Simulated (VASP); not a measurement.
CdS, 2 atoms in the cell. Symmetry: Cm, No. 8, monoclinic system. The conventional cell has a = 7.381 Å, b = 4.261 Å, c = 5.804 Å, α = 90.00°, β = 90.00°, γ = 90.00°. Cd (site symmetry m) has 3 S at 2.24 to 2.58 Å within 3.0 Å. Within 3.0 Å of S (site symmetry m) lie 3 Cd at 2.24 to 2.58 Å.  This cell differs from its parent crystal: all S atoms moved +0.225 Å, as atom 2 towards its neighbour atom 1 (Cd) at 2.461 Å.

* Program: VASP 6.6.1
* Task: single point
* Functional: LDA
* Potentials or basis: VASP PAW LDA potentials, release 64 (Cd, S)
* Cutoff: 520 eV
* k mesh: 9 × 9 × 6
* Occupations: gaussian, width 0.05 eV
* Spin: no spin polarisation
* Dipole correction: no
* Further INCAR settings: ALGO = Normal; EDIFF = 1e-06; NBANDS = 16

Potentials or basis: VASP PAW LDA potentials, release 64 (Cd, S).

Launch:

```console
$ cat potpaw_LDA.64/Cd/POTCAR potpaw_LDA.64/S/POTCAR > POTCAR
$ mpirun -np 1 vasp_std > vasp.out
```

Hardware: 1 thread of AMD EPYC 9R14 (Zen 4) (shared host).

**Question.** Estimate the wall time of this run.

**Answer.** Wall time 120 s on 1 thread of AMD EPYC 9R14 (Zen 4), on a shared host, peak memory 0.29 GiB. Counts: scf iterations 14, k points 140.
